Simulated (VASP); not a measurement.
# Al (P6_3/mmc) in VASP: further runs

Al is run at these levels: PBE+D3(BJ); tasks: single point.

Program: VASP 6.6.1. These are calculated values, not measurements. Logs are shortened: lines on timing, memory, paths and dates and some standing lists are left out, and cuts for length are marked.

### Step 1. The cell of the first run

The structure is hexagonal, space group P6_3/mmc (No. 194). The conventional cell has a = 2.785 Å, b = 2.785 Å, c = 9.594 Å, α = 90.00°, β = 90.00°, γ = 120.00°. Within 3.7 Å of Al (site symmetry -3m) lie 12 Al at 2.78 to 2.89 Å. Within 3.7 Å of Al (site symmetry -6m2) lie 12 Al at 2.78 to 2.89 Å.

This isn't the form of Al at room conditions, which is fcc.

### Step 2. Single point, PBE+D3(BJ) (16.11 Å³/atom)

The input, INCAR:

```
SYSTEM = Al
  ALGO = Fast
  EDIFF = 1E-6
  ENCUT = 520
  GGA = PE
  ISIF = 2
  ISMEAR = 0
  IVDW = 12
  LASPH = .TRUE.
  LCHARG = .TRUE.
  LELF = .TRUE.
  LREAL = .FALSE.
  LVHAR = .TRUE.
  LWAVE = .FALSE.
  NBANDS = 14
  NELM = 80
  PREC = Accurate
  SIGMA = 0.15
```

The input, KPOINTS:

```
k-points
0
G
  18 18 6
  0 0 0
```

The input, POSCAR:

```
Al
1.0
    2.7847148359      0.0000000000      0.0000000000
   -1.3923574179      2.4116337902      0.0000000000
    0.0000000000      0.0000000000      9.5936210811
Al
4
Direct
    0.0000000000      0.0000000000      0.0000000000
    0.3333333333      0.6666666667      0.2500000000
    0.0000000000      0.0000000000      0.5000000000
    0.6666666667      0.3333333333      0.7500000000
```

Potentials or basis: VASP PAW PBE potentials, release 64 (Al).

The run is started by

```bash
cat potpaw_PBE.64/Al/POTCAR > POTCAR
mpirun -np 1 vasp_std > vasp.out
```

OUTCAR:

```text
SYSTEM = Al
   EDIFF = 1E-6
   ENCUT = 520
   GGA = PE
   ISIF = 2
   ISMEAR = 0
   IVDW = 12
   LASPH = .TRUE.
   LREAL = .FALSE.
   NELM = 80
   PREC = Accurate
 IVDW          = 12

 ion  position               nearest neighbor table
   1  0.000  0.000  0.000-   2 2.89   4 2.89   2 2.89   4 2.89   4 2.89   2 2.89
   2  0.333  0.667  0.250-   1 2.89   3 2.89   1 2.89   3 2.89   1 2.89   3 2.89
   3  0.000  0.000  0.500-   2 2.89   4 2.89   2 2.89   4 2.89   4 2.89   2 2.89
   4  0.667  0.333  0.750-   1 2.89   3 2.89   1 2.89   3 2.89   1 2.89   3 2.89

  LATTYP: Found a hexagonal cell.
 ALAT       =     2.7847148359
 C/A-ratio  =     3.4451000000

  Lattice vectors:

 A1 = (   2.7847148359,   0.0000000000,   0.0000000000)
 A2 = (  -1.3923574179,   2.4116337902,   0.0000000000)
 A3 = (   0.0000000000,   0.0000000000,   9.5936210811)

Analysis of symmetry for initial positions (statically):
=====================================================================
 Subroutine PRICEL returns:
 Original cell was already a primitive cell.

 Routine SETGRP: Setting up the symmetry group for a
 hexagonal supercell.

 Subroutine GETGRP returns: Found 24 space group operations
 (whereof 12 operations were pure point group operations)
 out of a pool of 24 trial point group operations.

The static configuration has the point symmetry D_3d.
 The point group associated with its full space group is D_6h.

Analysis of symmetry for dynamics (positions and initial velocities):
=====================================================================
 Subroutine PRICEL returns:
 Original cell was already a primitive cell.

 Routine SETGRP: Setting up the symmetry group for a
 hexagonal supercell.

 Subroutine GETGRP returns: Found 24 space group operations
 (whereof 12 operations were pure point group operations)
 out of a pool of 24 trial point group operations.

The dynamic configuration has the point symmetry D_3d.
 The point group associated with its full space group is D_6h.

 Subroutine INISYM returns: Found 24 space group operations
 (whereof 12 operations are pure point group operations),
 and found     1 'primitive' translations

----------------------------------------------------------------------------------------

                                     Primitive cell

  volume of cell :      64.4280

  direct lattice vectors                    reciprocal lattice vectors
     2.784714836  0.000000000  0.000000000     0.359103197  0.207328327  0.000000000
    -1.392357418  2.411633790  0.000000000     0.000000000  0.414656655  0.000000000
     0.000000000  0.000000000  9.593621081     0.000000000  0.000000000  0.104235928

  length of vectors
     2.784714836  2.784714836  9.593621081     0.414656655  0.414656655  0.104235928

  position of ions in fractional coordinates (direct lattice)
     0.000000000  0.000000000  0.000000000
     0.333333333  0.666666667  0.250000000
     0.000000000  0.000000000  0.500000000
     0.666666667  0.333333333  0.750000000

  ion indices of the primitive-cell ions
   primitive index   ion index
                 1           1
                 2           2
                 3           3
                 4           4

----------------------------------------------------------------------------------------

 KPOINTS: k-points

Automatic generation of k-mesh.
 Grid dimensions read from file:
 generate k-points for:   18   18    6

 Generating k-lattice:

  Cartesian coordinates                     Fractional coordinates (reciprocal lattice)
     0.019950178  0.011518240  0.000000000     0.055555556  0.000000000  0.000000000
     0.000000000  0.023036481  0.000000000     0.000000000  0.055555556  0.000000000
     0.000000000  0.000000000  0.017372655     0.000000000  0.000000000  0.166666667

  Length of vectors
     0.023036481  0.023036481  0.017372655

  Shift w.r.t. Gamma in fractional coordinates (k-lattice)
     0.000000000  0.000000000  0.000000000

 Subroutine IBZKPT returns following result:
 ===========================================

 Found    148 irreducible k-points:

 Following reciprocal coordinates:
            Coordinates               Weight
  0.000000  0.000000  0.000000      1.000000
  0.055556  0.000000  0.000000      6.000000
  0.111111  0.000000  0.000000      6.000000
  0.166667  0.000000  0.000000      6.000000
  0.222222 -0.000000  0.000000      6.000000
  0.277778 -0.000000  0.000000      6.000000
[... 16 lines left out ...]
  0.333333  0.111111  0.000000     12.000000
  0.388889  0.111111  0.000000     12.000000
 [... further k-points ...]
   k-points           NKPTS =    148   k-points in BZ     NKDIM =    148   number of bands    NBANDS=     14
   number of dos      NEDOS =    301   number of ions     NIONS =      4
   total plane-waves  NPLWV =  41472
   dimension x,y,z NGX =    24 NGY =   24 NGZ =   72
   dimension x,y,z NGXF=    48 NGYF=   48 NGZF=  144
   ions per type =               4
   NGX,Y,Z   is equivalent  to a cutoff of  14.33, 14.33, 12.48 a.u.
   NGXF,Y,Z  is equivalent  to a cutoff of  28.66, 28.66, 24.95 a.u.
 SYSTEM =  Al
   PREC   = accura    normal or accurate (medium, high low for compatibility)
   ISTART =      0    job   : 0-new  1-cont  2-samecut
   ICHARG =      2    charge: 1-file 2-atom 10-const
   ISPIN  =      1    spin polarized calculation?
   LNONCOLLINEAR =      F non collinear calculations
   LSORBIT =      F    spin-orbit coupling
   LASPH  =      T    aspherical Exc in radial PAW
   ENCUT  =  520.0 eV  38.22 Ry    6.18 a.u.   5.18  5.18 17.84*2*pi/ulx,y,z
   NELM   =     80;   NELMIN=  2; NELMDL= -5     # of ELM steps
   EDIFF  = 0.1E-05   stopping-criterion for ELM
   LREAL  =      F    real-space projection
   EDIFFG = 0.1E-04   stopping-criterion for IOM
   NSW    =      0    number of steps for IOM
   IBRION =     -1    ionic relax: 0-MD 1-quasi-New 2-CG
   NFREE  =      0    steps in history (QN), initial steepest desc. (CG)
   ISIF   =      2    stress and relaxation
   ISYM   =      2    0-nonsym 1-usesym 2-fastsym
   POTIM  = 0.5000    time-step for ionic-motion
   TEBEG  =    0.0;   TEEND  =   0.0 temperature during run
   PSTRESS=    0.0 pullay stress
   NELECT =      12.0000    total number of electrons
   NUPDOWN=      -1.0000    fix difference up-down
   EMIN   =  10.00;   EMAX   =-10.00  energy-range for DOS
   EFERMI =   0.00;   METHOD = LEGACY
   ISMEAR =     0;   SIGMA  =   0.15  broadening in eV -4-tet -1-fermi 0-gaus
   EFERMI_NEDOS =   21; number of points for ismear=-14 and -15
   IALGO  =     68    algorithm
   IMIX   =      4    mixing-type and parameters
     AMIX     =   0.40;   BMIX     =  1.00
     AMIX_MAG =   1.60;   BMIX_MAG =  1.00
  volume/ion in A,a.u.               =      16.11       108.70
  Fermi-wavevector in a.u.,A,eV,Ry     =   0.934926  1.766753 11.892659  0.874086
  Thomas-Fermi vector in A             =   2.061780
   LORBIT       =      0    0 simple, 1 ext, 2 COOP (PROOUT), +10 PAW based schemes
   GGA     = PE    functional components
   LHFCALC =     F    Hartree Fock is set to
   AEXX    =    0.0000 exact exchange contribution
   IVDW    =    12    specifies the selected vdW correction
   LEPSILON=     F    determine dielectric tensor
   LRPA    =     F    only Hartree local field effects (RPA)
 non-spin polarized calculation
 RMM-DIIS sequential band-by-band and
 Gauss-broadening in eV      SIGMA  =   0.15
  energy-cutoff  :      520.00
  volume of cell :       64.43
 maximum number of plane-waves:      1752
 NGX is ok and might be reduce to    24
   NGX = 11   NGY = 11   NGZ = 35

 number of electron      12.0000000 magnetization

 Free energy of the ion-electron system (eV)
  ---------------------------------------------------
  ext. energy  EPLUGINS =         0.00000000
  ---------------------------------------------------
  free energy    TOTEN  =       -14.90236225 eV

  energy without entropy =      -14.88291355  energy(sigma->0) =      -14.89263790

 E-fermi :   8.2397     XC(G=0): -10.2832

 val. band max:        8.2376074809   @ k =   0.3333   0.0000   0.3333
 cond. band min:       8.2425941810   @ k =   0.3889   0.1111   0.0000
 fundamental gap:      0.0049867001
 Fermi energy:         8.2397420201

 k-point     1 :       0.0000    0.0000    0.0000
  band No.  band energies     occupation
      1      -3.0516      2.00000
      2      -1.4564      2.00000
      3      -1.4502      2.00000
      4       3.1861      2.00000
      5       3.2957      2.00000
      6      10.7629      0.00000
      7      10.7703      0.00000
      8      19.7468      0.00000
      9      19.9547      0.00000
     10      19.9547      0.00000
     11      20.0279      0.00000
     12      20.0279      0.00000
     13      20.8998      0.00000
     14      20.9085      0.00000

 k-point     2 :       0.0556    0.0000    0.0000
  band No.  band energies     occupation
      1      -2.9731      2.00000
      2      -1.3788      2.00000
      3      -1.3726      2.00000
      4       3.2629      2.00000
      5       3.3688      2.00000
      6      10.8296      0.00000
      7      10.8380      0.00000
      8      18.1784      0.00000
      9      18.8623      0.00000
     10      19.2921      0.00000
     11      19.5062      0.00000
     12      19.8381      0.00000
     13      20.1677      0.00000
     14      20.3202      0.00000
[... 343 lines left out ...]
      1       0.9713      2.00000
      2       2.5167      2.00000
      3       2.5192      2.00000
      4       6.1085      2.00000
      5       7.0246      2.00000
      6       7.2375      2.00000
      7       7.9964      1.97823
      8       8.1458      1.62432
      9      11.3862      0.00000
     10      12.3479      0.00000
     11      12.6183      0.00000
     12      13.0361      0.00000
     13      13.4583      0.00000
     14      14.8670      0.00000

 k-point    24 :       0.3889    0.1111    0.0000
  band No.  band energies     occupation
      1       2.1076      2.00000
      2       3.6211      2.00000
      3       3.6248      2.00000
      4       4.7722      2.00000
      5       6.3494      2.00000
      6       6.3564      2.00000
      7       8.2426      0.97855
      8       8.3578      0.26586
      9      10.5551      0.00000
     10      10.8704      0.00000
     11      11.9748      0.00000
     12      12.9067      0.00000
     13      13.2044      0.00000
     14      15.7106      0.00000

 [... further k-points ...]

------------------------ aborting loop because EDIFF is reached ----------------------------------------

 Edisp (eV)   -1.37968

 E8    (eV) :    -0.6172

  FORCE on cell =-STRESS in cart. coord.  units (eV):
  Direction    XX          YY          ZZ          XY          YZ          ZX
  --------------------------------------------------------------------------------------
  -------------------------------------------------------------------------------------
  Total       0.05638     0.05638    -1.35676     0.00000     0.00000    -0.00000
  in kB       1.40197     1.40197   -33.73943     0.00000     0.00000    -0.00000
  external pressure =      -10.31 kB  Pullay stress =        0.00 kB

 VOLUME and BASIS-vectors are now :
 -----------------------------------------------------------------------------
  energy-cutoff  :      520.00
  volume of cell :       64.43
      direct lattice vectors                 reciprocal lattice vectors
     2.784714836  0.000000000  0.000000000     0.359103197  0.207328327  0.000000000
    -1.392357418  2.411633790  0.000000000     0.000000000  0.414656655  0.000000000
     0.000000000  0.000000000  9.593621081     0.000000000  0.000000000  0.104235928

 POSITION                                       TOTAL-FORCE (eV/Angst)
 -----------------------------------------------------------------------------------
      0.00000      0.00000      0.00000        -0.000000      0.000000      0.000000
     -0.00000      1.60776      2.39841         0.000000      0.000000      0.000000
      0.00000      0.00000      4.79681        -0.000000      0.000000      0.000000
      1.39236      0.80388      7.19522         0.000000     -0.000000     -0.000000
 -----------------------------------------------------------------------------------
    total drift:                               -0.000000      0.000000      0.000000

  FREE ENERGIE OF THE ION-ELECTRON SYSTEM (eV)
  ---------------------------------------------------
  free  energy   TOTEN  =       -16.2820420385 eV

  energy  without entropy=      -16.2625933301  energy(sigma->0) =      -16.27231768
```

It took 98 s on 1 thread of Intel Xeon 8259CL, shared host; peak memory 0.26 GiB.

Results:

* Free energy: -16.2820 eV
* Pressure: -1.0 GPa
* Band gap on the k mesh: zero (bands 6 and 7 overlap by 4.65 eV)
* Dispersion energy per atom: -0.345 eV

### Step 3. Single point, PBE+D3(BJ) (16.11 Å³/atom)

The input, INCAR:

```
PREC = Accurate
ENCUT = 520
EDIFF = 1E-6
ISMEAR = 0
SIGMA = 0.15
LREAL = False
LASPH = True
NELM = 100
ALGO = Fast
ISIF = 2
LWAVE = False
LCHARG = True
GGA = PE
IVDW = 12
LELF = True
LVHAR = True
NBANDS = 14
```

The input, KPOINTS:

```
regular mesh
0
Gamma
  18 18 6
```

The input, POSCAR:

```
Al
1.0
    2.9063507153      0.0000000000      0.0000000000
   -1.4531753577      2.5169735518      0.0000000000
    0.0000000000      0.0000000000      8.8074052077
Al
4
Direct
    0.0000000000      0.0000000000      0.0000000000
    0.3333333333      0.6666666667      0.2500000000
    0.0000000000      0.0000000000      0.5000000000
    0.6666666667      0.3333333333      0.7500000000
```

Potentials or basis: VASP PAW PBE potentials, release 64 (Al).

The run is started by

```bash
cat potpaw_PBE.64/Al/POTCAR > POTCAR
mpirun -np 1 vasp_std > vasp.out
```

Run time: 1.8 min. Hardware: 1 thread of Intel Xeon 8259CL, shared host; peak memory 0.26 GiB.

It converged, with:

```yaml
Free_energy: -16.2430 eV
Pressure: -0.7 GPa
Band_gap_on_the_k_mesh: zero (bands 6 and 7 overlap by 6.82 eV)
Dispersion_energy_per_atom: -0.345 eV
```

Stress tensor (GPa, compression positive):
```
-2.60  0.00  0.00
 0.00 -2.60  0.00
 0.00  0.00  3.12
```

Levels at points of the mesh, in eV from the Fermi level:
```
           k point  band 3  band 4  band 5  band 6  band 7  band 8  band 9  band 10
(0.00, 0.00, 0.00)   -9.42   -4.25   -3.47    4.94    4.97    9.66    9.66     9.95
(0.50, 0.00, 0.00)   -4.12   -3.99   -3.55   -3.39    0.93    1.41    2.03     2.24
(0.00, 0.00, 0.50)   -7.09   -7.09    0.19    0.19   10.00   10.00   10.00    10.00
(0.50, 0.00, 0.50)   -5.06   -5.06   -1.83   -1.83   -1.13   -1.13    5.12     5.12
```

Caveat: the stress differs along the axes, from -3 to 3 GPa.

The gap in the log of VASP goes by the Fermi energy; the results here count the filled bands.